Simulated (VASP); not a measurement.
# ZnO (P6_3mc) in VASP: further runs, part 2 of 2

VASP 6.6.1. Earlier steps stand in the parts before.

**4. Single point, r2SCAN (strain -4.0%)**

File POSCAR:

```
ZnO
1.0
    3.1059272322      0.0000000000      0.0000000000
   -1.5529636161      2.6898118854      0.0000000000
    0.0000000000      0.0000000000      5.0025137583
Zn O
2 2
Direct
    0.3333333333      0.6666666667     -0.0022842239
    0.6666666667      0.3333333333      0.4977157761
    0.3333333333      0.6666666667      0.3772842239
    0.6666666667      0.3333333333      0.8772842239
```

File INCAR.step1:

```
SYSTEM = ZnO
  PREC = Accurate
  ENCUT = 520
  ISMEAR = 0
  SIGMA = 0.01
  LREAL = .False.
  LASPH = .True.
  NELM = 100
  NBANDS = 26
  GGA = PE
  ALGO = Normal
  EDIFF = 1E-4
  LWAVE = .True.
  LCHARG = .False.
```

File INCAR.step2:

```
SYSTEM = ZnO
  PREC = Accurate
  ENCUT = 520
  EDIFF = 1E-6
  ISMEAR = 0
  SIGMA = 0.01
  LREAL = .False.
  LASPH = .True.
  NELM = 100
  ALGO = Normal
  ISIF = 2
  LWAVE = .False.
  LCHARG = .True.
  METAGGA = R2SCAN
  LMIXTAU = .True.
  LELF = .True.
  LVHAR = .True.
  NBANDS = 26
  ISTART = 1
```

File KPOINTS:

```
Automatic mesh
0
Gamma
  12 12 6
  0 0 0
```

Potentials or basis: VASP PAW PBE potentials, release 64 (Zn, O).

The run is started by

```sh
$ cat potpaw_PBE.64/Zn/POTCAR potpaw_PBE.64/O/POTCAR > POTCAR
$ cp INCAR.step1 INCAR
$ mpirun -np 1 vasp_std > vasp.out
$ cp INCAR.step2 INCAR
$ mpirun -np 1 vasp_std > vasp.out
```

OUTCAR:

```text
SYSTEM = ZnO
   PREC = Accurate
   ENCUT = 520
   EDIFF = 1E-6
   ISMEAR = 0
   LREAL = .False.
   LASPH = .True.
   NELM = 100
   ISIF = 2
   METAGGA = R2SCAN
   ISTART = 1

 ion  position               nearest neighbor table
   1  0.333  0.667  0.998-   4 1.89   4 1.89   4 1.89   3 1.90
   2  0.667  0.333  0.498-   3 1.89   3 1.89   3 1.89   4 1.90
   3  0.333  0.667  0.377-   2 1.89   2 1.89   2 1.89   1 1.90
   4  0.667  0.333  0.877-   1 1.89   1 1.89   1 1.89   2 1.90

  LATTYP: Found a hexagonal cell.
 ALAT       =     3.1059272322
[... 898 lines left out ...]
  --------------------------------------------------------------------------------------
  -------------------------------------------------------------------------------------
  Total        6.7878328      6.7878328      6.7527198      0.0000000      0.0000000      0.0000000
  in kB      260.2197426    260.2197426    258.8736435      0.0000000      0.0000000      0.0000000
  external PRESSURE =     259.7710429 kB  Pullay stress =       0.0000000 kB

 VOLUME and BASIS-vectors are now :
 -----------------------------------------------------------------------------
  energy-cutoff  :      520.00
  volume of cell :       41.79
      direct lattice vectors                 reciprocal lattice vectors
     3.105927232  0.000000000  0.000000000     0.321965045  0.185886605  0.000000000
    -1.552963616  2.689811885  0.000000000     0.000000000  0.371773210  0.000000000
     0.000000000  0.000000000  5.002513758     0.000000000  0.000000000  0.199899500

 POSITION                                       TOTAL-FORCE (eV/Angst)
 -----------------------------------------------------------------------------------
     -0.00000      1.79321      4.99109         0.000000      0.000000     -0.019027
      1.55296      0.89660      2.48983         0.000000     -0.000000     -0.019027
     -0.00000      1.79321      1.88737        -0.000000     -0.000000      0.019027
      1.55296      0.89660      4.38863        -0.000000     -0.000000      0.019027
 -----------------------------------------------------------------------------------
    total drift:                                0.000000      0.000001     -0.113824

  FREE ENERGIE OF THE ION-ELECTRON SYSTEM (eV)
  ---------------------------------------------------
  free  energy   TOTEN  =       -35.9014212989 eV

  energy  without entropy=      -35.9014212989  energy(sigma->0) =      -35.90142130
```

OSZICAR.step1:

```text
N       E                     dE             d eps       ncg     rms          rms(c)
DAV:   1     0.299159178163E+03    0.29916E+03   -0.18188E+04  4032   0.210E+03
DAV:   2     0.100955060086E+02   -0.28906E+03   -0.27128E+03  4040   0.423E+02
DAV:   3    -0.199449136562E+02   -0.30040E+02   -0.29661E+02  4336   0.140E+02
DAV:   4    -0.204838642103E+02   -0.53895E+00   -0.53785E+00  4448   0.188E+01
DAV:   5    -0.204863541422E+02   -0.24899E-02   -0.24898E-02  4310   0.133E+00    0.183E+01
DAV:   6    -0.169804812477E+02    0.35059E+01   -0.62349E+00  5972   0.587E+01    0.117E+01
DAV:   7    -0.172062361100E+02   -0.22575E+00   -0.30327E+00  4044   0.164E+01    0.665E+00
DAV:   8    -0.172155856173E+02   -0.93495E-02   -0.41634E-01  5864   0.762E+00    0.158E+00
DAV:   9    -0.171686422842E+02    0.46943E-01   -0.97691E-02  5868   0.660E+00    0.266E-01
DAV:  10    -0.171714287391E+02   -0.27865E-02   -0.35144E-02  4026   0.131E+00    0.154E-01
DAV:  11    -0.171713518798E+02    0.76859E-04   -0.52553E-04  4230   0.314E-01
   1 F= -.17171352E+02 E0= -.17171352E+02  d E =-.504728E-41
```

Run time: 89 s. Hardware: 1 thread of Intel Xeon 6975P-C (Granite Rapids), shared host; peak memory 0.21 GiB.

What came out:

```
Free energy            : -35.9014 eV
Pressure               : 26.0 GPa
Largest force          : 0.019 eV/Å
Band gap on the k mesh : 1.42 eV
```

Forces on the atoms (eV/Å):
```
Zn   0.000  0.000 -0.019
Zn   0.000  0.000 -0.019
O    0.000  0.000  0.019
O    0.000  0.000  0.019
```

Levels at points of the mesh, in eV from the valence-band top:
```csv
k point,band 15,band 16,band 17,band 18,band 19,band 20,band 21,band 22
"(0.00, 0.00, 0.00)",-0.97,-0.14,0.00,0.00,1.42,6.34,9.27,14.36
"(0.50, 0.00, 0.00)",-3.24,-2.77,-1.52,-1.04,6.98,7.52,8.22,10.16
"(0.00, 0.00, 0.50)",-0.48,-0.48,-0.48,-0.48,4.24,4.24,11.34,11.34
"(0.50, 0.00, 0.50)",-1.84,-1.84,-1.66,-1.66,6.43,6.43,9.93,9.93
```

Caveat: the cell differs from its parent crystal (strain -4.0%); the cell stands under pressure; the PAW data sets were made with another functional, which shifts forces and pressure a little.

**5. Single point, r2SCAN (strain -3.0%)**

File POSCAR:

```
ZnO
1.0
    3.1382806409      0.0000000000      0.0000000000
   -1.5691403205      2.7178307592      0.0000000000
    0.0000000000      0.0000000000      5.0546232766
Zn O
2 2
Direct
    0.3333333333      0.6666666667     -0.0023477533
    0.6666666667      0.3333333333      0.4976522467
    0.3333333333      0.6666666667      0.3773477533
    0.6666666667      0.3333333333      0.8773477533
```

File INCAR.step1:

```
SYSTEM = ZnO
PREC = Accurate
ENCUT = 520
ISMEAR = 0
SIGMA = 0.01
LREAL = .False.
LASPH = .True.
NELM = 80
NBANDS = 26
GGA = PE
ALGO = Normal
EDIFF = 1E-4
LWAVE = .True.
LCHARG = .False.
```

File INCAR.step2:

```
SYSTEM = ZnO
PREC = Accurate
ENCUT = 520
EDIFF = 1E-6
ISMEAR = 0
SIGMA = 0.01
LREAL = .False.
LASPH = .True.
NELM = 80
ALGO = Normal
ISIF = 2
LWAVE = .False.
LCHARG = .False.
METAGGA = R2SCAN
LMIXTAU = .True.
NBANDS = 26
ISTART = 1
```

File KPOINTS:

```
regular mesh
0
Gamma
  12 12 6
  0 0 0
```

The run is started by

```sh
$ cat potpaw_PBE.64/Zn/POTCAR potpaw_PBE.64/O/POTCAR > POTCAR
$ cp INCAR.step1 INCAR
$ mpirun -np 1 vasp_std > vasp.out
$ cp INCAR.step2 INCAR
$ mpirun -np 1 vasp_std > vasp.out
```

Run time: 88 s. Hardware: 1 thread of Intel Xeon 6975P-C (Granite Rapids), shared host; peak memory 0.21 GiB.

The run converged. Its results:

- Free energy: -36.0843 eV
- Pressure: 18.4 GPa
- Band gap on the k mesh: 1.37 eV

Stress tensor (GPa, compression positive):
```
18.43  0.00  0.00
 0.00 18.43  0.00
 0.00  0.00 18.32
```

Levels at points of the mesh, in eV from the valence-band top:
```
           k point  band 16  band 17  band 18  band 19  band 20  band 21
(0.00, 0.00, 0.00)    -0.13     0.00     0.00     1.37     6.22     9.16
(0.50, 0.00, 0.00)    -2.66    -1.46    -1.00     6.84     7.48     8.19
(0.00, 0.00, 0.50)    -0.46    -0.46    -0.46     4.16     4.16    11.21
(0.50, 0.00, 0.50)    -1.77    -1.59    -1.59     6.39     6.39     9.74
```

Caveat: the cell differs from its parent crystal (strain -3.0%); the cell stands under pressure; the PAW data sets were made with another functional, which shifts forces and pressure a little.

**6. Overview**

| level | cell | smearing | gap on the mesh (eV) | pressure (GPa) |
| --- | --- | --- | --- | --- |
| PBE | a = 3.300, b = 3.300, c = 5.315 Å, angles 90.0, 90.0, 120.0°, 4 atoms | fermi-dirac 0.02 eV | 0.71 | -1.2 |
| PBE | a = 3.332, b = 3.332, c = 5.367 Å, angles 90.0, 90.0, 120.0°, 4 atoms | fermi-dirac 0.02 eV | 0.66 | -4.6 |
| r2SCAN | a = 3.106, b = 3.106, c = 5.003 Å, angles 90.0, 90.0, 120.0°, 4 atoms | gaussian 0.01 eV | 1.42 | 26.0 |
| r2SCAN | a = 3.138, b = 3.138, c = 5.055 Å, angles 90.0, 90.0, 120.0°, 4 atoms | gaussian 0.01 eV | 1.37 | 18.4 |

Alike in all rows: task single point; potentials or basis VASP PAW PBE potentials, release 64 (Zn, O); no spin polarisation; k mesh 12 × 12 × 6; cutoff (eV) 520.

Caveats: the cell stands under pressure (at least some runs); the PAW data sets were made with another functional, which shifts forces and pressure a little (at least some runs); the cell stands under tension (at least some runs).

Absolute energies hang on the potentials; compare differences alone.
